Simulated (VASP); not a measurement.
Here is a VASP 6.6.1 calculation.

Contents of INCAR:

```
SYSTEM = GaSb
  PREC = Accurate
  ENCUT = 500
  EDIFF = 1E-8
  ISMEAR = 0
  SIGMA = 0.01
  LREAL = .FALSE.
  LASPH = .TRUE.
  NELM = 120
  ALGO = Normal
  ISIF = 2
  LWAVE = .FALSE.
  LCHARG = .FALSE.
  IBRION = 8
  NSW = 1
  GGA_COMPAT = .FALSE.
```

The input KPOINTS:

```
regular mesh
0
G
  8 8 8
  0 0 0
```

The input POSCAR:

```
GaSb
1.0
    0.0000000000      3.0234172919      3.0234172919
    3.0234172919      0.0000000000      3.0234172919
    3.0234172919      3.0234172919      0.0000000000
Ga Sb
1 1
Direct
    0.0000000000      0.0000000000      0.0000000000
    0.2500000000      0.2500000000      0.2500000000
```

Potentials or basis: VASP PAW LDA potentials, release 64 (Ga_d, Sb).

The run is started by

```console
$ cat potpaw_LDA.64/Ga_d/POTCAR potpaw_LDA.64/Sb/POTCAR > POTCAR
$ mpirun -np 1 vasp_std > vasp.out
```

Question: Predict the highest phonon frequency at Γ, LO-TO splitting left out.

Answer: 228 cm⁻¹.

Phonon frequencies in cm⁻¹ (negative: imaginary):
```
              q point        frequencies
(0.000, 0.000, 0.000)  0 0 0 228 228 228
```
